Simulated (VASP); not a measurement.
# Cu (I4/mmm) in VASP: a series of runs, part 2 of 2

VASP 6.6.1.

## 3. Single point, PBE (strain -0.0150 x Voigt [0, 1, 0, 0, 0, 0])

Contents of INCAR:

```
SYSTEM = Cu
ALGO = Fast
EDIFF = 1E-6
ENCUT = 520
GGA = PE
ISIF = 2
ISMEAR = 0
LASPH = .True.
LCHARG = .False.
LREAL = .False.
LWAVE = .False.
NBANDS = 12
NELM = 100
PREC = Accurate
SIGMA = 0.15
```

Contents of KPOINTS:

```
k-points
0
Gamma
  28 28 28
  0 0 0
```

Contents of POSCAR:

```
Cu
1.0
    0.0000000000      1.7876510159      1.8148741278
    1.8148741278      0.0000000000      1.8148741278
    1.8148741278      1.7876510159      0.0000000000
Cu
1
Direct
    0.0000000000      0.0000000000      0.0000000000
```

Potentials or basis: VASP PAW PBE potentials, release 64 (Cu).

On the command line:

```sh
$ cat potpaw_PBE.64/Cu/POTCAR > POTCAR
$ mpirun -np 1 vasp_std > vasp.out
```

OUTCAR:

```text
SYSTEM = Cu
   EDIFF = 1E-6
   ENCUT = 520
   GGA = PE
   ISIF = 2
   ISMEAR = 0
   LASPH = .True.
   LREAL = .False.
   NELM = 100
   PREC = Accurate

 ion  position               nearest neighbor table
   1  0.000  0.000  0.000-

  LATTYP: Found a body centered tetragonal cell.
 ALAT       =     2.5666196055
 C/A-ratio  =     1.3930003590

  Lattice vectors:

 A1 = (   0.0000000000,  -1.7876510159,   1.8148741278)
[... 538 lines left out ...]
      9      29.3604      0.00000
     10      31.1133      0.00000
     11      33.8212      0.00000
     12      35.9430      0.00000

 [... further k-points ...]

------------------------ aborting loop because EDIFF is reached ----------------------------------------

  FORCE on cell =-STRESS in cart. coord.  units (eV):
  Direction    XX          YY          ZZ          XY          YZ          ZX
  --------------------------------------------------------------------------------------
  -------------------------------------------------------------------------------------
  Total        0.1683551      0.2322345      0.1683551      0.0000000     -0.0000000      0.0000000
  in kB       22.9050416     31.5959552     22.9050416      0.0000000     -0.0000000      0.0000000
  external PRESSURE =      25.8020128 kB  Pullay stress =       0.0000000 kB

 VOLUME and BASIS-vectors are now :
 -----------------------------------------------------------------------------
  energy-cutoff  :      520.00
  volume of cell :       11.78
      direct lattice vectors                 reciprocal lattice vectors
     0.000000000  1.787651016  1.814874128    -0.275501200  0.279696650  0.275501200
     1.814874128  0.000000000  1.814874128     0.275501200 -0.279696650  0.275501200
     1.814874128  1.787651016  0.000000000     0.275501200  0.279696650 -0.275501200

 POSITION                                       TOTAL-FORCE (eV/Angst)
 -----------------------------------------------------------------------------------
      0.00000      0.00000      0.00000         0.000000      0.000000      0.000000
 -----------------------------------------------------------------------------------
    total drift:                                0.000000      0.000000      0.000000

  FREE ENERGIE OF THE ION-ELECTRON SYSTEM (eV)
  ---------------------------------------------------
  free  energy   TOTEN  =        -3.7275762062 eV

  energy  without entropy=       -3.7246528374  energy(sigma->0) =       -3.72611452
```

OSZICAR:

```text
N       E                     dE             d eps       ncg     rms          rms(c)
DAV:   1     0.424496082455E+02    0.42450E+02   -0.54115E+03 43768   0.153E+03
DAV:   2    -0.330689893454E+01   -0.45757E+02   -0.42172E+02 40480   0.204E+02
DAV:   3    -0.462455303150E+01   -0.13177E+01   -0.13080E+01 46008   0.397E+01
DAV:   4    -0.463264966911E+01   -0.80966E-02   -0.80955E-02 44476   0.276E+00
DAV:   5    -0.463272437973E+01   -0.74711E-04   -0.74709E-04 46532   0.270E-01    0.769E+00
RMM:   6    -0.407577031742E+01    0.55695E+00   -0.31548E+00 49209   0.330E+01    0.435E+00
RMM:   7    -0.374139088287E+01    0.33438E+00   -0.46545E-01 48908   0.123E+01    0.994E-01
RMM:   8    -0.372880795758E+01    0.12583E-01   -0.11995E-02 50304   0.115E+00    0.274E-01
RMM:   9    -0.372751589719E+01    0.12921E-02   -0.27184E-03 51310   0.964E-01    0.246E-02
RMM:  10    -0.372756660960E+01   -0.50712E-04   -0.45885E-04 52090   0.281E-01    0.121E-02
RMM:  11    -0.372757442835E+01   -0.78188E-05   -0.68765E-05 54599   0.909E-02    0.724E-03
RMM:  12    -0.372757594617E+01   -0.15178E-05   -0.94483E-06 49166   0.323E-02    0.114E-03
RMM:  13    -0.372757620619E+01   -0.26002E-06   -0.11625E-06 34658   0.117E-02
   1 F= -.37275762E+01 E0= -.37261145E+01  d E =-.292337E-02
```

stdout:

```text
POSCAR found type information on POSCAR Cu
 POSCAR found :  1 types and       1 ions
 scaLAPACK will be used
 LDA part: xc-table for (Slater+PW92), standard interpolation
 POSCAR, INCAR and KPOINTS ok, starting setup
 FFT: planning ... GRIDC
 FFT: planning ... GRID_SOFT
 FFT: planning ... GRID
 WAVECAR not read
 entering main loop
WARNING in EDDRMM: call to ZHEGV failed, returncode =   6  3      9
WARNING in EDDRMM: call to ZHEGV failed, returncode =   8  4     10
WARNING in EDDRMM: call to ZHEGV failed, returncode =   6  3      9
WARNING in EDDRMM: call to ZHEGV failed, returncode =   6  3     10
```

Wall time 5.8 min (1 thread of Intel Xeon 8259CL, shared host); peak memory 0.33 GiB.

Results:

| Item | Value |
| --- | --- |
| Free energy | -3.7276 eV |
| Pressure | 2.6 GPa |
| Band gap on the k mesh | zero (an odd number of electrons rules out a gap without spin polarisation) |

Stress tensor (GPa, compression positive):
```
2.29 0.00 0.00
0.00 3.16 0.00
0.00 0.00 2.29
```

Caveat: the cell differs from its parent crystal (strain -0.0150 x Voigt [0, 1, 0, 0, 0, 0]).

## 4. Single point, PBE (strain -0.0100 x Voigt [0, 1, 0, 0, 0, 0])

Contents of INCAR:

```
SYSTEM = Cu
ALGO     = Fast           ! electronic algorithm
EDIFF    = 1E-6           ! SCF threshold, eV
ENCUT    = 520            ! plane-wave cutoff, eV
GGA      = PE             ! functional
ISIF     = 2              ! what is computed and relaxed
ISMEAR   = 0              ! smearing method
LASPH    = .True.         ! aspherical terms in the spheres
LCHARG   = .False.        ! write CHGCAR
LREAL    = .False.        ! projectors in reciprocal space
LWAVE    = .False.        ! write WAVECAR
NBANDS   = 12             ! bands
NELM     = 100            ! most SCF steps
PREC     = Accurate       ! precision mode
SIGMA    = 0.15           ! smearing width, eV
```

KPOINTS is that of step 3.

Contents of POSCAR:

```
Cu
1.0
    0.0000000000      1.7967253865      1.8148741278
    1.8148741278      0.0000000000      1.8148741278
    1.8148741278      1.7967253865      0.0000000000
Cu
1
Direct
    0.0000000000      0.0000000000      0.0000000000
```

On the command line:

```sh
$ cat potpaw_PBE.64/Cu/POTCAR > POTCAR
$ mpirun -np 1 vasp_std > vasp.out
```

It took 5.3 min on 1 thread of Intel Xeon 8259CL, shared host; peak memory 0.33 GiB.

Results (log left out):

* Free energy: -3.7287 eV
* Pressure: 1.9 GPa
* Band gap on the k mesh: zero (an odd number of electrons rules out a gap without spin polarisation)

Stress tensor (GPa, compression positive):
```
1.66 0.00 0.00
0.00 2.25 0.00
0.00 0.00 1.66
```

Levels at points of the mesh, in eV from the Fermi level:
| k point | band 3 | band 4 | band 5 | band 6 | band 7 | band 8 | band 9 | band 10 |
| --- | --- | --- | --- | --- | --- | --- | --- | --- |
| (0.00, 0.00, 0.00) | -3.06 | -3.01 | -2.25 | -2.20 | 22.56 | 25.17 | 25.17 | 25.21 |
| (0.50, 0.00, 0.00) | -3.05 | -1.67 | -1.65 | -1.02 | 3.72 | 21.01 | 21.85 | 22.22 |
| (0.50, 0.50, 0.00) | -1.68 | -1.53 | -1.50 | 1.41 | 6.99 | 13.12 | 13.13 | 17.60 |
| (0.50, 0.00, 0.50) | -1.68 | -1.51 | -1.51 | 1.62 | 7.25 | 12.89 | 12.89 | 17.40 |

Caveat: the cell differs from its parent crystal (strain -0.0100 x Voigt [0, 1, 0, 0, 0, 0]).

## 5. Single point, PBE (strain +0.0050 x Voigt [0, 1, 0, 0, 0, 0])

Contents of INCAR:

```
SYSTEM = Cu
PREC = Accurate ; ENCUT = 520
EDIFF = 1E-7 ; ISMEAR = 0
SIGMA = 0.15 ; LREAL = .False.
LASPH = .True. ; NELM = 100
ALGO = Fast ; ISIF = 2
LWAVE = .False. ; LCHARG = .True.
GGA = PE ; LELF = .True.
LVHAR = .True. ; NBANDS = 12
```

Contents of KPOINTS:

```
Automatic mesh
0
Gamma
  28 28 28
  0 0 0
```

Contents of POSCAR:

```
Cu
1.0
    0.0000000000      1.8239484984      1.8148741278
    1.8148741278      0.0000000000      1.8148741278
    1.8148741278      1.8239484984      0.0000000000
Cu
1
Direct
    0.0000000000      0.0000000000      0.0000000000
```

On the command line:

```sh
$ cat potpaw_PBE.64/Cu/POTCAR > POTCAR
$ mpirun -np 1 vasp_std > vasp.out
```

It took 6 min on 1 thread of Intel Xeon 8259CL, shared host; peak memory 0.33 GiB.

The run converged. Its results:

| Property | Result |
| --- | --- |
| Free energy | -3.7298 eV |
| Pressure | -0.2 GPa |
| Band gap on the k mesh | zero (an odd number of electrons rules out a gap without spin polarisation) |

Stress tensor (GPa, compression positive):
```
-0.14  0.00  0.00
 0.00 -0.44  0.00
 0.00  0.00 -0.14
```

Levels at points of the mesh, in eV from the Fermi level:
| k point | band 3 | band 4 | band 5 | band 6 | band 7 | band 8 | band 9 | band 10 |
| --- | --- | --- | --- | --- | --- | --- | --- | --- |
| (0.00, 0.00, 0.00) | -2.99 | -2.99 | -2.21 | -2.18 | 22.44 | 24.94 | 24.95 | 24.95 |
| (0.50, 0.00, 0.00) | -3.02 | -1.65 | -1.64 | -0.97 | 3.65 | 20.92 | 21.72 | 21.87 |
| (0.50, 0.50, 0.00) | -1.66 | -1.51 | -1.50 | 1.53 | 7.02 | 12.88 | 12.90 | 17.35 |
| (0.50, 0.00, 0.50) | -1.66 | -1.50 | -1.50 | 1.42 | 6.89 | 13.01 | 13.01 | 17.44 |

Caveat: the cell differs from its parent crystal (strain +0.0050 x Voigt [0, 1, 0, 0, 0, 0]).

## 6. Single point, PBE (strain +0.0100 x Voigt [0, 1, 0, 0, 0, 0])

Contents of INCAR:

```
  PREC = Accurate
  ENCUT = 520
  EDIFF = 1E-6
  ISMEAR = 0
  SIGMA = 0.15
  LREAL = False
  LASPH = True
  NELM = 60
  ALGO = Fast
  ISIF = 2
  LWAVE = False
  LCHARG = False
  GGA = PE
  NBANDS = 12
```

Contents of KPOINTS:

```
Automatic mesh
0
Gamma
  28 28 28
```

Contents of POSCAR:

```
Cu
1.0
    0.0000000000      1.8330228691      1.8148741278
    1.8148741278      0.0000000000      1.8148741278
    1.8148741278      1.8330228691      0.0000000000
Cu
1
Direct
    0.0000000000      0.0000000000      0.0000000000
```

Potentials or basis: VASP PAW PBE potentials, release 64 (Cu).

On the command line:

```sh
$ cat potpaw_PBE.64/Cu/POTCAR > POTCAR
$ mpirun -np 1 vasp_std > vasp.out
```

Run time: 5.7 min. Hardware: 1 thread of Intel Xeon 8259CL, shared host; peak memory 0.33 GiB.

Results (log left out):

```yaml
Free_energy: -3.7296 eV
Pressure: -0.8 GPa
Band_gap_on_the_k_mesh: zero (an odd number of electrons rules out a gap without spin polarisation)
```

Stress tensor (GPa, compression positive):
```
-0.62  0.00  0.00
 0.00 -1.22  0.00
 0.00  0.00 -0.62
```

Levels at points of the mesh, in eV from the Fermi level:
| k point | band 2 | band 3 | band 4 | band 5 | band 6 | band 7 | band 8 | band 9 | band 10 | band 11 |
| --- | --- | --- | --- | --- | --- | --- | --- | --- | --- | --- |
| (0.00, 0.00, 0.00) | -3.01 | -2.97 | -2.97 | -2.21 | -2.16 | 22.40 | 24.85 | 24.88 | 24.88 | 27.34 |
| (0.50, 0.00, 0.00) | -3.04 | -2.99 | -1.65 | -1.63 | -0.96 | 3.63 | 20.84 | 21.60 | 21.87 | 24.60 |
| (0.50, 0.50, 0.00) | -4.33 | -1.66 | -1.51 | -1.48 | 1.56 | 7.03 | 12.80 | 12.83 | 17.27 | 19.80 |
| (0.50, 0.00, 0.50) | -4.32 | -1.65 | -1.50 | -1.50 | 1.36 | 6.77 | 13.05 | 13.05 | 17.46 | 20.02 |

Caveat: the cell differs from its parent crystal (strain +0.0100 x Voigt [0, 1, 0, 0, 0, 0]).

## 7. Summary

```csv
cell,further INCAR settings,gap on the mesh (eV),pressure (GPa)
"a = 2.541, b = 2.567 Å, angles 59.7, 60.7, 59.7°, 1 atom",ALGO = Fast; EDIFF = 1e-06; NBANDS = 12,none,3.4
"a = 2.547, b = 2.567 Å, angles 59.8, 60.5, 59.8°, 1 atom",ALGO = Fast; EDIFF = 1e-06; NBANDS = 12,none,2.6
"a = 2.554, b = 2.567 Å, angles 59.8, 60.3, 59.8°, 1 atom",ALGO = Fast; EDIFF = 1e-06; NBANDS = 12,none,1.9
"a = 2.573, b = 2.567 Å, angles 60.1, 59.8, 60.1°, 1 atom",ALGO = Fast; EDIFF = 1e-07; NBANDS = 12,none,-0.2
"a = 2.579, b = 2.567 Å, angles 60.2, 59.7, 60.2°, 1 atom",ALGO = Fast; EDIFF = 1e-06; NBANDS = 12,none,-0.8
```

Alike in all rows: task single point; level PBE; potentials or basis VASP PAW PBE potentials, release 64 (Cu); no spin polarisation; k mesh 28 × 28 × 28; cutoff (eV) 520; smearing gaussian 0.15 eV.

Caveats: the cell stands under pressure (at least some runs).

Total energies depend on the potentials used, so only differences within one code and one set of settings carry meaning.
